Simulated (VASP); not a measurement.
# Cu (Fmmm) in VASP: further runs

Runs on Cu. Level: PBE. Tasks: single point, relaxation of cell and atoms.

Program: VASP 6.6.1. These are calculated values, not measurements. Logs are shortened: lines on timing, memory, paths and dates and some standing lists are left out, and cuts for length are marked.

## 1. The cell of the first run

It takes space group Fmmm (No. 69, orthorhombic). Conventional cell: a = 2.558 Å, b = 4.316 Å, c = 9.149 Å, α = 90.00°, β = 90.00°, γ = 90.00°. Cu (site symmetry mm2) has 11 Cu at 2.42 to 3.05 Å within 3.2 Å.

## 2. Single point, PBE

Contents of INCAR:

```
SYSTEM = Cu
ALGO = Fast
EDIFF = 1E-6
ENCUT = 520
GGA = PE
ISIF = 2
ISMEAR = 0
LASPH = .TRUE.
LCHARG = .FALSE.
LREAL = .FALSE.
LWAVE = .FALSE.
NBANDS = 30
NELM = 100
PREC = Accurate
SIGMA = 0.1
```

Contents of KPOINTS:

```
k-points
0
G
  6 6 4
  0 0 0
```

Contents of POSCAR:

```
Cu
1.0
    2.1581275598     -4.5743712908      0.0000000000
    2.1581275598      4.5743712908      0.0000000000
    0.0000000000      0.0000000000      2.5582071166
Cu
4
Direct
    0.1324006566      0.8675993434      0.0000124516
    0.6324006566      0.3675993434      0.4999875484
    0.8675993434      0.1324006566      0.9999875484
    0.3675993434      0.6324006566      0.5000124516
```

Potentials or basis: VASP PAW PBE potentials, release 64 (Cu).

On the command line:

```sh
$ cat potpaw_PBE.64/Cu/POTCAR > POTCAR
$ mpirun -np 1 vasp_std > vasp.out
```

OUTCAR:

```text
SYSTEM = Cu
   EDIFF = 1E-6
   ENCUT = 520
   GGA = PE
   ISIF = 2
   ISMEAR = 0
   LASPH = .TRUE.
   LREAL = .FALSE.
   NELM = 100
   PREC = Accurate

 ion  position               nearest neighbor table
   1  0.132  0.868  0.000-   3 2.42   4 2.50   4 2.50   2 2.51   2 2.51   2 2.51   2 2.51
   2  0.632  0.368  0.500-   4 2.42   3 2.50   3 2.50   1 2.51   1 2.51   1 2.51   1 2.51
   3  0.868  0.132  1.000-   1 2.42   2 2.50   2 2.50   4 2.51   4 2.51   4 2.51   4 2.51
   4  0.368  0.632  0.500-   2 2.42   1 2.50   1 2.50   3 2.51   3 2.51   3 2.51   3 2.51

  LATTYP: Found a base centered orthorhombic cell.
 ALAT       =     4.3162551196
 B/A-ratio  =     2.1196019068
 C/A-ratio  =     0.5926913599

  Lattice vectors:

 A1 = (   2.1581275598,  -4.5743712908,   0.0000000000)
 A2 = (   2.1581275598,   4.5743712908,   0.0000000000)
 A3 = (   0.0000000000,   0.0000000000,   2.5582071166)

Analysis of symmetry for initial positions (statically):
=====================================================================
 Subroutine PRICEL returns:
 Original cell was already a primitive cell.

 Routine SETGRP: Setting up the symmetry group for a
 base centered orthorhombic supercell.

 Subroutine GETGRP returns: Found  8 space group operations
 (whereof  4 operations were pure point group operations)
 out of a pool of  8 trial point group operations.

The static configuration has the point symmetry C_2h.
 The point group associated with its full space group is D_2h.

Analysis of symmetry for dynamics (positions and initial velocities):
=====================================================================
 Subroutine PRICEL returns:
 Original cell was already a primitive cell.

 Routine SETGRP: Setting up the symmetry group for a
 base centered orthorhombic supercell.

 Subroutine GETGRP returns: Found  8 space group operations
 (whereof  4 operations were pure point group operations)
 out of a pool of  8 trial point group operations.

The dynamic configuration has the point symmetry C_2h.
 The point group associated with its full space group is D_2h.

 Subroutine INISYM returns: Found  8 space group operations
 (whereof  4 operations are pure point group operations),
 and found     1 'primitive' translations

----------------------------------------------------------------------------------------

                                     Primitive cell

  volume of cell :      50.5096

  direct lattice vectors                    reciprocal lattice vectors
     2.158127560 -4.574371291  0.000000000     0.231682320 -0.109304638  0.000000000
     2.158127560  4.574371291  0.000000000     0.231682320  0.109304638  0.000000000
     0.000000000  0.000000000  2.558207117     0.000000000  0.000000000  0.390898764

  length of vectors
     5.057903446  5.057903446  2.558207117     0.256172210  0.256172210  0.390898764

  position of ions in fractional coordinates (direct lattice)
     0.132400657  0.867599343  0.000012452
     0.632400657  0.367599343  0.499987548
     0.867599343  0.132400657  0.999987548
     0.367599343  0.632400657  0.500012452

  ion indices of the primitive-cell ions
   primitive index   ion index
                 1           1
                 2           2
                 3           3
                 4           4

----------------------------------------------------------------------------------------

 KPOINTS: k-points

Automatic generation of k-mesh.
 Grid dimensions read from file:
 generate k-points for:    6    6    4

 Generating k-lattice:

  Cartesian coordinates                     Fractional coordinates (reciprocal lattice)
     0.038613720 -0.018217440  0.000000000     0.166666667  0.000000000  0.000000000
     0.038613720  0.018217440  0.000000000     0.000000000  0.166666667  0.000000000
     0.000000000  0.000000000  0.097724691     0.000000000  0.000000000  0.250000000

  Length of vectors
     0.042695368  0.042695368  0.097724691

  Shift w.r.t. Gamma in fractional coordinates (k-lattice)
     0.000000000  0.000000000  0.000000000

 Subroutine IBZKPT returns following result:
 ===========================================

 Found     39 irreducible k-points:

 Following reciprocal coordinates:
            Coordinates               Weight
  0.000000  0.000000  0.000000      1.000000
  0.166667 -0.000000  0.000000      4.000000
  0.333333 -0.000000  0.000000      4.000000
  0.500000  0.000000  0.000000      2.000000
  0.166667  0.166667  0.000000      2.000000
  0.333333  0.166667  0.000000      4.000000
[... 16 lines left out ...]
  0.333333  0.333333  0.250000      4.000000
  0.500000  0.333333  0.250000      8.000000
 [... further k-points ...]
   k-points           NKPTS =     39   k-points in BZ     NKDIM =     39   number of bands    NBANDS=     30
   number of dos      NEDOS =    301   number of ions     NIONS =      4
   total plane-waves  NPLWV =  32000
   dimension x,y,z NGX =    40 NGY =   40 NGZ =   20
   dimension x,y,z NGXF=    80 NGYF=   80 NGZF=   40
   ions per type =               4
   NGX,Y,Z   is equivalent  to a cutoff of  13.15, 13.15, 13.00 a.u.
   NGXF,Y,Z  is equivalent  to a cutoff of  26.29, 26.29, 25.99 a.u.
 SYSTEM =  Cu
   PREC   = accura    normal or accurate (medium, high low for compatibility)
   ISTART =      0    job   : 0-new  1-cont  2-samecut
   ICHARG =      2    charge: 1-file 2-atom 10-const
   ISPIN  =      1    spin polarized calculation?
   LNONCOLLINEAR =      F non collinear calculations
   LSORBIT =      F    spin-orbit coupling
   LASPH  =      T    aspherical Exc in radial PAW
   ENCUT  =  520.0 eV  38.22 Ry    6.18 a.u.   9.40  9.40  4.76*2*pi/ulx,y,z
   NELM   =    100;   NELMIN=  2; NELMDL= -5     # of ELM steps
   EDIFF  = 0.1E-05   stopping-criterion for ELM
   LREAL  =      F    real-space projection
   EDIFFG = 0.1E-04   stopping-criterion for IOM
   NSW    =      0    number of steps for IOM
   IBRION =     -1    ionic relax: 0-MD 1-quasi-New 2-CG
   NFREE  =      0    steps in history (QN), initial steepest desc. (CG)
   ISIF   =      2    stress and relaxation
   ISYM   =      2    0-nonsym 1-usesym 2-fastsym
   POTIM  = 0.5000    time-step for ionic-motion
   TEBEG  =    0.0;   TEEND  =   0.0 temperature during run
   PSTRESS=    0.0 pullay stress
   NELECT =      44.0000    total number of electrons
   NUPDOWN=      -1.0000    fix difference up-down
   EMIN   =  10.00;   EMAX   =-10.00  energy-range for DOS
   EFERMI =   0.00;   METHOD = LEGACY
   ISMEAR =     0;   SIGMA  =   0.10  broadening in eV -4-tet -1-fermi 0-gaus
   EFERMI_NEDOS =   21; number of points for ismear=-14 and -15
   IALGO  =     68    algorithm
   IMIX   =      4    mixing-type and parameters
     AMIX     =   0.40;   BMIX     =  1.00
     AMIX_MAG =   1.60;   BMIX_MAG =  1.00
  volume/ion in A,a.u.               =      12.63        85.21
  Fermi-wavevector in a.u.,A,eV,Ry     =   1.563511  2.954608 33.260355  2.444567
  Thomas-Fermi vector in A             =   2.666272
   LORBIT       =      0    0 simple, 1 ext, 2 COOP (PROOUT), +10 PAW based schemes
   GGA     = PE    functional components
   LHFCALC =     F    Hartree Fock is set to
   AEXX    =    0.0000 exact exchange contribution
   IVDW    =     0    specifies the selected vdW correction
   LEPSILON=     F    determine dielectric tensor
   LRPA    =     F    only Hartree local field effects (RPA)
 non-spin polarized calculation
 RMM-DIIS sequential band-by-band and
 Gauss-broadening in eV      SIGMA  =   0.10
  energy-cutoff  :      520.00
  volume of cell :       50.51
 maximum number of plane-waves:      1381
 NGX is ok and might be reduce to    40
   NGX = 19   NGY = 19   NGZ =  9

 number of electron      43.9999949 magnetization

 Free energy of the ion-electron system (eV)
  ---------------------------------------------------
  ext. energy  EPLUGINS =         0.00000000
  ---------------------------------------------------
  free energy    TOTEN  =       -14.12595172 eV

  energy without entropy =      -14.11693905  energy(sigma->0) =      -14.12144538

 E-fermi :   6.7791     XC(G=0): -12.3091

 val. band max:        6.6801175530   @ k =   0.1667  -0.0000   0.0000
 cond. band min:       6.7936695831   @ k =   0.3333   0.1667   0.5000
 fundamental gap:      0.1135520300
 Fermi energy:         6.7791113528

 k-point     1 :       0.0000    0.0000    0.0000
  band No.  band energies     occupation
      1      -2.0794      2.00000
      2       1.9164      2.00000
      3       2.3789      2.00000
      4       2.5684      2.00000
      5       2.8631      2.00000
      6       3.1198      2.00000
[... 22 lines left out ...]
     29      23.6191      0.00000
     30      23.9481      0.00000

 k-point     2 :       0.1667   -0.0000    0.0000
  band No.  band energies     occupation
      1      -1.7931      2.00000
      2       2.0170      2.00000
      3       2.3100      2.00000
      4       2.4411      2.00000
      5       2.8848      2.00000
      6       3.1652      2.00000
[... 22 lines left out ...]
     29      20.7552      0.00000
     30      23.5042      0.00000

 k-point     3 :       0.3333   -0.0000    0.0000
  band No.  band energies     occupation
      1      -0.9601      2.00000
      2       1.6180      2.00000
      3       2.2365      2.00000
      4       2.4107      2.00000
      5       2.9100      2.00000
      6       3.2246      2.00000
[... 22 lines left out ...]
     29      21.9203      0.00000
     30      22.4187      0.00000

 k-point     4 :       0.5000    0.0000    0.0000
  band No.  band energies     occupation
      1       0.3057      2.00000
      2       0.3057      2.00000
      3       2.3623      2.00000
      4       2.3623      2.00000
      5       3.0616      2.00000
      6       3.0616      2.00000
[... 616 lines left out ...]
     29      18.1556      0.00000
     30      21.6007      0.00000

 k-point    23 :       0.3333    0.3333    0.2500
  band No.  band energies     occupation
      1       1.3262      2.00000
      2       1.7723      2.00000
      3       2.0885      2.00000
      4       2.8417      2.00000
      5       3.0364      2.00000
      6       3.1745      2.00000
[... 22 lines left out ...]
     29      16.5317      0.00000
     30      17.9508      0.00000

 k-point    24 :       0.5000    0.3333    0.2500
  band No.  band energies     occupation
      1       0.6374      2.00000
      2       1.6561      2.00000
      3       2.6485      2.00000
      4       2.8274      2.00000
      5       2.9828      2.00000
      6       3.1590      2.00000
[... 22 lines left out ...]
     29      16.1160      0.00000
     30      18.6043      0.00000

 [... further k-points ...]

------------------------ aborting loop because EDIFF is reached ----------------------------------------

  FORCE on cell =-STRESS in cart. coord.  units (eV):
  Direction    XX          YY          ZZ          XY          YZ          ZX
  --------------------------------------------------------------------------------------
  -------------------------------------------------------------------------------------
  Total        0.0812593      0.0212789      0.0229511      0.0000000     -0.0000000      0.0000000
  in kB        2.5775646      0.6749713      0.7280158      0.0000000     -0.0000000      0.0000000
  external PRESSURE =       1.3268505 kB  Pullay stress =       0.0000000 kB

 VOLUME and BASIS-vectors are now :
 -----------------------------------------------------------------------------
  energy-cutoff  :      520.00
  volume of cell :       50.51
      direct lattice vectors                 reciprocal lattice vectors
     2.158127560 -4.574371291  0.000000000     0.231682320 -0.109304638  0.000000000
     2.158127560  4.574371291  0.000000000     0.231682320  0.109304638  0.000000000
     0.000000000  0.000000000  2.558207117     0.000000000  0.000000000  0.390898764

 POSITION                                       TOTAL-FORCE (eV/Angst)
 -----------------------------------------------------------------------------------
      2.15813      3.36307      0.00003         0.000000      0.000129     -0.000136
      2.15813     -1.21130      1.27907         0.000000      0.000129      0.000136
      2.15813     -3.36307      2.55818         0.000000     -0.000129      0.000136
      2.15813      1.21130      1.27914         0.000000     -0.000129     -0.000136
 -----------------------------------------------------------------------------------
    total drift:                               -0.000000      0.000000     -0.000000

  FREE ENERGIE OF THE ION-ELECTRON SYSTEM (eV)
  ---------------------------------------------------
  free  energy   TOTEN  =       -14.1259517175 eV

  energy  without entropy=      -14.1169390500  energy(sigma->0) =      -14.12144538
```

Run time: 65 s. Hardware: 1 thread of AMD EPYC 9R45 (Zen 5), shared host; peak memory 0.15 GiB.

Results:

```yaml
Free_energy: -14.1260 eV
Pressure: 0.1 GPa
Band_gap_on_the_k_mesh: zero (band 22 reaches 8.25 eV, above the bottom of band 23 at 5.21 eV)
```

Caveat: the k points lie up to 0.61 Å⁻¹ apart.

[end of part 1 of 2]
